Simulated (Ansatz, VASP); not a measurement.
# NaH: VASP beside Ansatz

File POSCAR:

```
NaH
1.0
    0.0000000000      2.3480744752      2.3480744752
    2.3480744752      0.0000000000      2.3480744752
    2.3480744752      2.3480744752      0.0000000000
Na H
1 1
Direct
    0.0000000000      0.0000000000      0.0000000000
    0.5000000000      0.5000000000      0.5000000000
```

INCAR.step1

```
SYSTEM = NaH
ALGO     = Normal         ! electronic algorithm
EDIFF    = 1E-4           ! SCF threshold, eV
ENCUT    = 520            ! plane-wave cutoff, eV
GGA      = PE             ! functional
ISMEAR   = -1             ! smearing method
LASPH    = .True.         ! aspherical terms in the spheres
LCHARG   = .False.        ! write CHGCAR
LREAL    = .False.        ! projectors in reciprocal space
LWAVE    = .True.         ! write WAVECAR
NBANDS   = 11             ! bands
NELM     = 80             ! most SCF steps
PREC     = Accurate       ! precision mode
SIGMA    = 0.2            ! smearing width, eV
```

INCAR.step2

```
SYSTEM = NaH
ALGO     = Normal         ! electronic algorithm
EDIFF    = 1E-7           ! SCF threshold, eV
ENCUT    = 520            ! plane-wave cutoff, eV
ISIF     = 2              ! what is computed and relaxed
ISMEAR   = -1             ! smearing method
ISTART   = 1            
LASPH    = .True.         ! aspherical terms in the spheres
LCHARG   = .False.        ! write CHGCAR
LMIXTAU  = .True.       
LREAL    = .False.        ! projectors in reciprocal space
LWAVE    = .False.        ! write WAVECAR
METAGGA  = R2SCAN         ! meta-GGA
NBANDS   = 11             ! bands
NELM     = 80             ! most SCF steps
PREC     = Accurate       ! precision mode
SIGMA    = 0.2            ! smearing width, eV
```

The input KPOINTS:

```
k-points
0
Gamma
  10 10 10
  0 0 0
```

Input for Ansatz:

```yaml
crystal:
  lattice:
    - [0.0, 2.3480744752, 2.3480744752]
    - [2.3480744752, 0.0, 2.3480744752]
    - [2.3480744752, 2.3480744752, 0.0]
  atoms:
    - { symbol: Na, position: [0.0, 0.0, 0.0] }
    - { symbol: H, position: [0.5, 0.5, 0.5] }
basis:
  ecutwfc: 520.0
kpoints:
  mp_grid: { grid: [10, 10, 10] }
hamiltonian:
  xc: r2scan
scf:
  occupations: { method: fermi_dirac, width: 0.2 }
output:
  forces: true
  stress: true
  eigenvalues: true
```

Alike in both runs: task single point; functional r2SCAN; k mesh 10 × 10 × 10; occupations fermi-dirac, width 0.2 eV; no spin polarisation.

|  | VASP | Ansatz |
| --- | --- | --- |
| version | VASP 6.6.1 | Ansatz 0.2.0 |
| potentials or method | VASP PAW PBE potentials, release 64 (Na_pv, H), cutoff 520 eV | scalar-relativistic, plane waves, PAW |
| valence electrons in the cell | 8 | 10 |

|  | VASP | Ansatz | Ansatz less VASP |
| --- | --- | --- | --- |
| gap on the k mesh at the Fermi level (eV) | 4.54 | 4.53 | -0.011 |
| least direct gap on the mesh (eV) | 5.39 | 5.41 | +0.012 |
| pressure (GPa) | 1.5 | 1.7 | +0.18 |

VASP's potentials were made for PBE, not for r2SCAN. VASP's potentials hold 8 valence electrons a cell and Ansatz's 10, so a difference there can come from the potentials and not from the codes.
